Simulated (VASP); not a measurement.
# KBr (Fm-3m) in VASP: dielectric tensor with r2SCAN

Aim: the dielectric tensor of KBr with r2SCAN.

Everything below comes from runs of VASP 6.6.1. Logs are shortened: lines on timing, memory, paths and dates and some standing lists are left out, and cuts for length are marked.

**1. The cell of the first run**

Symmetry: Fm-3m, No. 225, cubic system. Conventional cell: a = 6.605 Å, b = 6.605 Å, c = 6.605 Å, α = 90.00°, β = 90.00°, γ = 90.00°. Within 4.3 Å of K (site symmetry m-3m) lie 6 Br at 3.30 Å. Within 4.3 Å of Br (site symmetry m-3m) lie 6 K at 3.30 Å.

**2. Dielectric tensor, r2SCAN**

INCAR reads:

```
SYSTEM = KBr
ALGO     = Normal         ! electronic algorithm
EDIFF    = 1E-8           ! SCF threshold, eV
ENCUT    = 520            ! plane-wave cutoff, eV
ISIF     = 2              ! what is computed and relaxed
ISMEAR   = 0              ! smearing method
LASPH    = .True.         ! aspherical terms in the spheres
LCALCEPS = .True.       
LCHARG   = .False.        ! write CHGCAR
LMIXTAU  = .True.       
LREAL    = .False.        ! projectors in reciprocal space
LWAVE    = .False.        ! write WAVECAR
METAGGA  = R2SCAN         ! meta-GGA
NELM     = 100            ! most SCF steps
PREC     = Accurate       ! precision mode
SIGMA    = 0.01           ! smearing width, eV
```

KPOINTS reads:

```
k-points
0
Gamma
  6 6 6
  0 0 0
```

POSCAR reads:

```
KBr
1.0
    0.0000000000      3.3024387198      3.3024387198
    3.3024387198      0.0000000000      3.3024387198
    3.3024387198      3.3024387198      0.0000000000
K Br
1 1
Direct
    0.0000000000      0.0000000000      0.0000000000
    0.5000000000      0.5000000000      0.5000000000
```

Potentials or basis: VASP PAW PBE potentials, release 64 (K_sv, Br).

On the command line:

```sh
cat potpaw_PBE.64/K_sv/POTCAR potpaw_PBE.64/Br/POTCAR > POTCAR
mpirun -np 1 vasp_std > vasp.out
```

OUTCAR:

```text
SYSTEM = KBr
   EDIFF = 1E-8
   ENCUT = 520
   ISIF = 2
   ISMEAR = 0
   LASPH = .True.
   LREAL = .False.
   METAGGA = R2SCAN
   NELM = 100
   PREC = Accurate

 ion  position               nearest neighbor table
   1  0.000  0.000  0.000-
   2  0.500  0.500  0.500-

  LATTYP: Found a face centered cubic cell.
 ALAT       =     6.6048774396

  Lattice vectors:

 A1 = (   0.0000000000,   3.3024387198,   3.3024387198)
 A2 = (   3.3024387198,   0.0000000000,   3.3024387198)
 A3 = (   3.3024387198,   3.3024387198,   0.0000000000)

Analysis of symmetry for initial positions (statically):
=====================================================================
 Subroutine PRICEL returns:
 Original cell was already a primitive cell.

 Routine SETGRP: Setting up the symmetry group for a
 face centered cubic supercell.

 Subroutine GETGRP returns: Found 48 space group operations
 (whereof 48 operations were pure point group operations)
 out of a pool of 48 trial point group operations.

The static configuration has the point symmetry O_h .

Analysis of symmetry for dynamics (positions and initial velocities):
=====================================================================
 Subroutine PRICEL returns:
 Original cell was already a primitive cell.

 Routine SETGRP: Setting up the symmetry group for a
 face centered cubic supercell.

 Subroutine GETGRP returns: Found 48 space group operations
 (whereof 48 operations were pure point group operations)
 out of a pool of 48 trial point group operations.

The dynamic configuration has the point symmetry O_h .

 Subroutine INISYM returns: Found 48 space group operations
 (whereof 48 operations are pure point group operations),
 and found     1 'primitive' translations

----------------------------------------------------------------------------------------

                                     Primitive cell

  volume of cell :      72.0335

  direct lattice vectors                    reciprocal lattice vectors
     0.000000000  3.302438720  3.302438720    -0.151403264  0.151403264  0.151403264
     3.302438720  0.000000000  3.302438720     0.151403264 -0.151403264  0.151403264
     3.302438720  3.302438720  0.000000000     0.151403264  0.151403264 -0.151403264

  length of vectors
     4.670353626  4.670353626  4.670353626     0.262238145  0.262238145  0.262238145

  position of ions in fractional coordinates (direct lattice)
     0.000000000  0.000000000  0.000000000
     0.500000000  0.500000000  0.500000000

  ion indices of the primitive-cell ions
   primitive index   ion index
                 1           1
                 2           2

----------------------------------------------------------------------------------------

 KPOINTS: k-points

Automatic generation of k-mesh.
 Grid dimensions read from file:
 generate k-points for:    6    6    6

 Generating k-lattice:

  Cartesian coordinates                     Fractional coordinates (reciprocal lattice)
    -0.025233877  0.025233877  0.025233877     0.166666667  0.000000000  0.000000000
     0.025233877 -0.025233877  0.025233877     0.000000000  0.166666667  0.000000000
     0.025233877  0.025233877 -0.025233877     0.000000000  0.000000000  0.166666667

  Length of vectors
     0.043706357  0.043706357  0.043706357

  Shift w.r.t. Gamma in fractional coordinates (k-lattice)
     0.000000000  0.000000000  0.000000000

 Subroutine IBZKPT returns following result:
 ===========================================
[... 27 lines left out ...]
   NGX,Y,Z   is equivalent  to a cutoff of  12.81, 12.81, 12.81 a.u.
   NGXF,Y,Z  is equivalent  to a cutoff of  25.63, 25.63, 25.63 a.u.
 SYSTEM =  KBr
   PREC   = accura    normal or accurate (medium, high low for compatibility)
   ISTART =      0    job   : 0-new  1-cont  2-samecut
   ICHARG =      2    charge: 1-file 2-atom 10-const
   ISPIN  =      1    spin polarized calculation?
   LNONCOLLINEAR =      F non collinear calculations
   LSORBIT =      F    spin-orbit coupling
   LASPH  =      T    aspherical Exc in radial PAW
   ENCUT  =  520.0 eV  38.22 Ry    6.18 a.u.   8.68  8.68  8.68*2*pi/ulx,y,z
   NELM   =    100;   NELMIN=  2; NELMDL= -5     # of ELM steps
   EDIFF  = 0.1E-07   stopping-criterion for ELM
   LREAL  =      F    real-space projection
   EDIFFG = 0.1E-06   stopping-criterion for IOM
   NSW    =      0    number of steps for IOM
   IBRION =     -1    ionic relax: 0-MD 1-quasi-New 2-CG
   NFREE  =      0    steps in history (QN), initial steepest desc. (CG)
   ISIF   =      2    stress and relaxation
   ISYM   =      2    0-nonsym 1-usesym 2-fastsym
   POTIM  = 0.5000    time-step for ionic-motion
   TEBEG  =    0.0;   TEEND  =   0.0 temperature during run
   PSTRESS=    0.0 pullay stress
   NELECT =      16.0000    total number of electrons
   NUPDOWN=      -1.0000    fix difference up-down
   EMIN   =  10.00;   EMAX   =-10.00  energy-range for DOS
   EFERMI =   0.00;   METHOD = LEGACY
   ISMEAR =     0;   SIGMA  =   0.01  broadening in eV -4-tet -1-fermi 0-gaus
   EFERMI_NEDOS =   21; number of points for ismear=-14 and -15
   IALGO  =     38    algorithm
   IMIX   =      4    mixing-type and parameters
     AMIX     =   0.40;   BMIX     =  1.00
     AMIX_MAG =   1.60;   BMIX_MAG =  1.00
  volume/ion in A,a.u.               =      36.02       243.05
  Fermi-wavevector in a.u.,A,eV,Ry     =   0.991448  1.873566 13.374114  0.982970
  Thomas-Fermi vector in A             =   2.123190
   LORBIT       =      0    0 simple, 1 ext, 2 COOP (PROOUT), +10 PAW based schemes
   METAGGA = R2SCAN    functional components
   LHFCALC =     F    Hartree Fock is set to
   AEXX    =    0.0000 exact exchange contribution
   IVDW    =     0    specifies the selected vdW correction
   LEPSILON=     F    determine dielectric tensor
   LRPA    =     F    only Hartree local field effects (RPA)
   LRPA       =     F
 non-spin polarized calculation
 Gauss-broadening in eV      SIGMA  =   0.01
  energy-cutoff  :      520.00
  volume of cell :       72.03
 maximum number of plane-waves:      1964
   NGX = 17   NGY = 17   NGZ = 17

 Total electronic dipole moment: p[elc]=(    -0.00000     0.00000     0.00000 ) |e| Angst

 Total electronic dipole moment: p[elc]=(    -0.00000    -0.00000    -0.00000 ) |e| Angst

 number of electron      15.9999997 magnetization

 Free energy of the ion-electron system (eV)
  ---------------------------------------------------
  ext. energy  EPLUGINS =         0.00000000
  ---------------------------------------------------
  free energy    TOTEN  =       -23.24868510 eV

  energy without entropy =      -23.24868510  energy(sigma->0) =      -23.24868510

 E-fermi :  -2.0635     XC(G=0):  -7.7393

 val. band max:       -2.1573926287   @ k =   0.0000   0.0000   0.0000
 cond. band min:   10000.0000000000   @ k =   0.0000   0.0000   0.0000
 fundamental gap:  10002.1573926287
 Fermi energy:        -2.0635082501

 k-point     1 :       0.0000    0.0000    0.0000
  band No.  band energies     occupation
      1     -31.0449      2.00000
      2     -14.8828      2.00000
      3     -13.7507      2.00000
      4     -13.7507      2.00000
      5     -13.7507      2.00000
      6      -2.1574      2.00000
      7      -2.1574      2.00000
      8      -2.1574      2.00000
      9   10000.0000      0.00000
     10   10000.0000      0.00000
     11   10000.0000      0.00000
     12   10000.0000      0.00000
[... 331 lines left out ...]
 k-point    24 :       0.0000    0.3333    0.1667
  band No.  band energies     occupation
      1     -31.0409      2.00000
      2     -14.9589      2.00000
      3     -13.7648      2.00000
      4     -13.7630      2.00000
      5     -13.6243      2.00000
      6      -2.9381      2.00000
      7      -2.4096      2.00000
      8      -2.3617      2.00000
      9   10000.0000      0.00000
     10   10000.0000      0.00000
     11   10000.0000      0.00000
     12   10000.0000      0.00000

 [... further k-points ...]

------------------------ aborting loop because EDIFF is reached ----------------------------------------

            Ionic dipole moment: p[ion]=(   -23.11707   -23.11707   -23.11707 ) |e| Angst

 Total electronic dipole moment: p[elc]=(     0.00000     0.00000     0.00572 ) |e| Angst

 MACROSCOPIC STATIC DIELECTRIC TENSOR (including local field effects)
 ------------------------------------------------------
           2.437340    -0.000000     0.000000
          -0.000000     2.437340     0.000000
          -0.000000    -0.000000     2.437340
 ------------------------------------------------------

 PIEZOELECTRIC TENSOR (including local field effects) (e Angst)
          XX          YY          ZZ          XY          YZ          ZX
  --------------------------------------------------------------------------------
  x     0.00000     0.00000     0.00000     0.00000     0.00000     0.00000
  y     0.00000     0.00000     0.00000     0.00000     0.00000     0.00000
  z     0.00000     0.00000     0.00000     0.00000     0.00000     0.00000

 PIEZOELECTRIC TENSOR (including local field effects) (C/m^2)
          XX          YY          ZZ          XY          YZ          ZX
  --------------------------------------------------------------------------------
  x     0.00000     0.00000     0.00000     0.00000     0.00000     0.00000
  y     0.00000     0.00000     0.00000     0.00000     0.00000     0.00000
  z     0.00000     0.00000     0.00000     0.00000     0.00000     0.00000

 BORN EFFECTIVE CHARGES (including local field effects) (in |e|, cummulative output)
 ---------------------------------------------------------------------------------
 ion    1
    1     1.08648     0.00000     0.00000
    2    -0.00000     1.08648    -0.00000
    3     0.00000    -0.00000     1.08648
 ion    2
    1    -1.08648    -0.00000    -0.00000
    2     0.00000    -1.08648     0.00000
    3     0.00000     0.00000    -1.08648

  FORCE on cell =-STRESS in cart. coord.  units (eV):
  Direction    XX          YY          ZZ          XY          YZ          ZX
  --------------------------------------------------------------------------------------
  -------------------------------------------------------------------------------------
  Total        0.0116537      0.0116537      0.0116537      0.0000000      0.0000000     -0.0000000
  in kB        0.2592034      0.2592034      0.2592034      0.0000000      0.0000000     -0.0000000
  external PRESSURE =       0.2592034 kB  Pullay stress =       0.0000000 kB

 VOLUME and BASIS-vectors are now :
 -----------------------------------------------------------------------------
  energy-cutoff  :      520.00
  volume of cell :       72.03
      direct lattice vectors                 reciprocal lattice vectors
     0.000000000  3.302438720  3.302438720    -0.151403264  0.151403264  0.151403264
     3.302438720  0.000000000  3.302438720     0.151403264 -0.151403264  0.151403264
     3.302438720  3.302438720  0.000000000     0.151403264  0.151403264 -0.151403264

 POSITION                                       TOTAL-FORCE (eV/Angst)
 -----------------------------------------------------------------------------------
      0.00000      0.00000      0.00000         0.000000     -0.000000      0.000000
      3.30244      3.30244      3.30244        -0.000000      0.000000     -0.000000
 -----------------------------------------------------------------------------------
    total drift:                                0.000000      0.000000      0.000000

  FREE ENERGIE OF THE ION-ELECTRON SYSTEM (eV)
  ---------------------------------------------------
  free  energy   TOTEN  =       -23.2486850978 eV

  energy  without entropy=      -23.2486850978  energy(sigma->0) =      -23.24868510
```

It took 35 min on 1 thread of Intel Xeon Platinum 8375C at 2.90GHz (Ice Lake), shared host; peak memory 0.43 GiB.

What came out:

```
Band gap on the k mesh                  : 5.07 eV, direct
Electronic dielectric tensor (diagonal) : 2.44
Born charges (mean of the diagonal)     : K +1.09; Br -1.09 e
```

Electronic dielectric tensor:
```
2.44 0.00 0.00
0.00 2.44 0.00
0.00 0.00 2.44
```

Born effective charge tensors (e):
atom 1, K
```
1.09 0.00 0.00
0.00 1.09 0.00
0.00 0.00 1.09
```
atom 2, Br
```
-1.09  0.00  0.00
 0.00 -1.09  0.00
 0.00  0.00 -1.09
```

Dipole moments of the cell (e·Å, modulo the quantum): ionic -23.117, -23.117, -23.117; electronic 0.000, 0.000, 0.006

Caveat: the PAW data sets were made with another functional, which shifts forces and pressure a little. r2SCAN opens gaps a little over a GGA but as a rule still falls short of measured ones.
